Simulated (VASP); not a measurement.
Crystal: MnS.

```xyz
2
Lattice="0.0000 2.4735 2.4735 2.4735 0.0000 2.4735 2.4735 2.4735 0.0000" Properties=species:S:1:pos:R:3 pbc="T T T"
Mn    0.0000    0.0000    0.0000
S     3.7102    3.7102    3.7102
```

- Program: VASP 6.6.1
- Task: relaxation of cell and atoms
- Functional: PBE
- Potentials or basis: VASP PAW PBE potentials, release 64 (Mn_pv, S)
- Cutoff: 600 eV
- k mesh: 9 × 9 × 9
- Occupations: fermi-dirac, width 0.05 eV
- Spin: collinear spin, ferromagnetic start
- Starting moments: [4.0, 0.0] μB

At the start: pressure 3.0 GPa; volume 15.13 Å³/atom.

Task: How do energy, volume and symmetry change on relaxing?

Result: Over 3 steps the energy falls by 3.1 meV/atom and the volume is 15.47 Å³/atom (+2.2 %); space group F-43m (No. 216, to 0.05 Å); moment 0.24 μB per cell.

Step by step:
```tsv
step	energy change (eV)	largest force (eV/Å)	pressure (GPa)	volume (Å³)
1	0.0000	0.0000	2.96	30.27
2	-0.0020	0.0000	-2.23	31.51
3	-0.0062	0.0000	-0.01	30.94
```

Final structure:
```
Mn S
1.0
     0.00000    2.49160    2.49160
     2.49160    0.00000    2.49160
     2.49160    2.49160    0.00000
Mn S
1 1
Direct
  0.00000 0.00000 0.00000
  0.75000 0.75000 0.75000
```

Caveat: the moment fell far below its start of 4 μB, so a state of higher moment may lie lower in energy.
